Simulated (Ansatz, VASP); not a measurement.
**Two plane-wave programs on Mg7Te**

```xyz
16
Lattice="6.2804 0.0000 0.0000 -3.1402 5.4390 0.0000 0.0000 0.0000 11.1985" Properties=species:S:1:pos:R:3 pbc="T T T"
Mg    1.5701    2.7195    0.0000
Mg    3.1402    3.6266    8.3989
Mg    4.7108    0.9062    8.3989
Mg   -1.5706    4.5328    2.7996
Mg    1.5706    4.5328    2.7996
Mg    3.1402    0.0000    5.5992
Mg    3.1402    1.8130    2.7996
Mg    3.1402    0.0000    0.0000
Mg    1.5701    2.7195    5.5992
Mg   -1.5701    2.7195    5.5992
Mg    0.0000    1.8124    2.7996
Mg   -1.5701    2.7195    0.0000
Mg    1.5696    0.9062    8.3989
Mg    0.0000    3.6260    8.3989
Te    0.0000    0.0000    5.5992
Te    0.0000    0.0000    0.0000
```

Alike in both runs: functional PBE; k mesh 3 × 3 × 2; occupations gaussian, width 0.2 eV; no spin polarisation.

Ansatz relaxed the structure, and its values are those at the end. VASP's run is a single point on that final structure, the one shown.

|  | VASP | Ansatz |
| --- | --- | --- |
| version | VASP 6.6.1 | Ansatz 0.2.0 |
| potentials or method | VASP PAW PBE potentials, release 64 (Mg, Te), cutoff 520 eV | scalar-relativistic, plane waves, PAW |
| valence electrons in the cell | 40 | 172 |

Ansatz gave:

- gap on the k mesh at the Fermi level (eV): none
- pressure (GPa): -0.2
- rms of the force components (eV/Å): 0.005

Question: Which values does VASP return?

Answer: gap on the k mesh at the Fermi level (eV): none; pressure (GPa): -0.3; rms of the force components (eV/Å): 0.005.

A gap of «none» marks a metal or a gap that the smearing closes. VASP's potentials hold 40 valence electrons a cell and Ansatz's 172, so a difference there can come from the potentials and not from the codes.

The k mesh is coarse, so the values compare programs but aren't converged. Spin-orbit coupling is off throughout.
